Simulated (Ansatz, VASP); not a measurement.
**La in VASP and in Ansatz**

Contents of INCAR:

```
SYSTEM = La
PREC = Accurate ; ENCUT = 600
EDIFF = 1E-6 ; ISMEAR = 0
SIGMA = 0.1 ; LREAL = .False.
LASPH = .True. ; NELM = 80
ALGO = Normal ; ISIF = 3
LWAVE = .False. ; LCHARG = .False.
GGA = PE ; IBRION = 2
NSW = 90 ; EDIFFG = -0.04
```

The input KPOINTS:

```
Automatic mesh
0
Gamma
  6 6 4
  0 0 0
```

File POSCAR:

```
La
1.0
    3.2937238900      0.0000000000      0.0000000000
    0.0000000000      3.5389917200      0.0000000000
    0.0000000000      0.0000000000      4.2073736300
La
2
Direct
    0.0000000000      0.0000000000      0.0302958800
    0.5000000000      0.5000000000      0.9697041200
```

Input for Ansatz:

```yaml
crystal:
  lattice:
    - [3.29372389, 0.0, 0.0]
    - [0.0, 3.53899172, 0.0]
    - [0.0, 0.0, 4.20737363]
  atoms:
    - { symbol: La, position: [0.0, 0.0, 0.03029588] }
    - { symbol: La, position: [0.5, 0.5, 0.96970412] }
basis:
  ecutwfc: 420
kpoints:
  mp_grid: { grid: [6, 6, 4] }
hamiltonian:
  xc: pbe
scf:
  occupations: { method: gaussian, width: 0.1 }
  lower_state_search: "off"
output:
  forces: true
  stress: true
  eigenvalues: true
relax:
  adjacent_minimum: "off"
  f_tol: 0.04
  max_steps: 70
  cell: { stress_tol: 0.4 }
```

Alike in both runs: task relaxation of cell and atoms; functional PBE; k mesh 6 × 6 × 4; occupations gaussian, width 0.1 eV; no spin polarisation.

```csv
,VASP,Ansatz
version,VASP 6.6.1,Ansatz 0.2.0
potentials or method,"VASP PAW PBE potentials, release 64 (La), cutoff 600 eV","scalar-relativistic, plane waves, PAW"
valence electrons in the cell,22,22
```

```tsv
	VASP	Ansatz	Ansatz less VASP
gap on the k mesh at the Fermi level, each at its own relaxed structure (eV)	none	none	-
relaxed volume (Å³/atom)	37.22	36.69	-0.527
relaxed cell length with the largest relative difference (Å)	5.321	5.262	-0.0594
```

A gap of «none» marks a metal or a gap that the smearing closes.

The k mesh is coarse, so the values compare programs but aren't converged. Neither program's run includes spin-orbit coupling. Noted on VASP's run: the volume moved by over 15 % at a fixed basis, so the end points are rough.
